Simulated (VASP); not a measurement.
Input of a VASP 6.6.1 run:

File INCAR:

```
PREC = Accurate ; ENCUT = 520
EDIFF = 1E-7 ; ISMEAR = -1
SIGMA = 0.08 ; LREAL = False
LASPH = True ; NELM = 100
ALGO = Normal ; ISIF = 2
LWAVE = False ; LCHARG = True
GGA = PE ; LELF = True
LVHAR = True ; NBANDS = 12
```

KPOINTS

```
Automatic mesh
0
Gamma
  13 13 13
```

POSCAR

```
As
1.0
    0.0000000000      2.2499723120      2.2499723120
    2.2499723120      0.0000000000      2.2499723120
    2.2499723120      2.2499723120      0.0000000000
As
2
Direct
   -0.1250000000     -0.1250000000     -0.1250000000
    0.1250000000      0.1250000000      0.1250000000
```

Potentials or basis: VASP PAW PBE potentials, release 64 (As).

The run is started by

```console
$ cat potpaw_PBE.64/As/POTCAR > POTCAR
$ mpirun -np 1 vasp_std > vasp.out
```

(1) What does it give for the pressure?

(2) Estimate the band gap on the k mesh.

## Answers

(1) 268.7 GPa.

(2) zero (band 5 reaches 16.53 eV, above the bottom of band 6 at 11.57 eV).
